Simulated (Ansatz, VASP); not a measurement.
Two plane-wave programs on HgTe

```
Hg Te
1.0
    -0.09670    3.17515    3.17515
     3.17515   -0.09670    3.17515
     3.17515    3.17515   -0.09670
Hg Te
1 1
Direct
  0.00000 0.00000 0.00000
  0.75000 0.75000 0.75000
```

Change from the starting cell: equal xy, yz and zx shear strains of -3 %, PAW files.

Alike in both runs: task electric field gradients; functional LDA; k mesh 11 × 11 × 11; occupations fermi-dirac, width 0.03 eV; no spin polarisation.

|  | VASP | Ansatz |
| --- | --- | --- |
| version | VASP 6.6.1 | Ansatz 0.2.0 |
| potentials or method | VASP PAW LDA potentials, release 64 (Hg, Te) | PAW with Ansatz's default frozen-core files, scalar-relativistic |
| plane-wave cutoff (eV) | 520 | 420 |
| valence electrons in the cell | 18 | 36 |

Ansatz gave:

| Quantity | Value |
| --- | --- |
| pressure (GPa) | 0.0 |
| traceless stress, the component that is largest in VASP (GPa) | 1.32 |
| rms of the force components (eV/Å) | 0.195 |
| size of Vzz on the site where it differs most (V/Å²) | 67.8 |

Problem. What did VASP give for the same quantities?

Solution. Pressure (GPa): 0.2; traceless stress, the component that is largest in VASP (GPa): 1.36; rms of the force components (eV/Å): 0.206; size of Vzz on the site where it differs most (V/Å²): 85.5.

LDA's correlation is that of Perdew and Zunger in VASP and of Perdew and Wang (1992) in Ansatz. Atom by atom the forces differ by 0.011 eV/Å (rms over components). VASP's potentials hold 18 valence electrons a cell and Ansatz's 36, so a difference there can come from the potentials and not from the codes.

Spin-orbit coupling is off throughout.
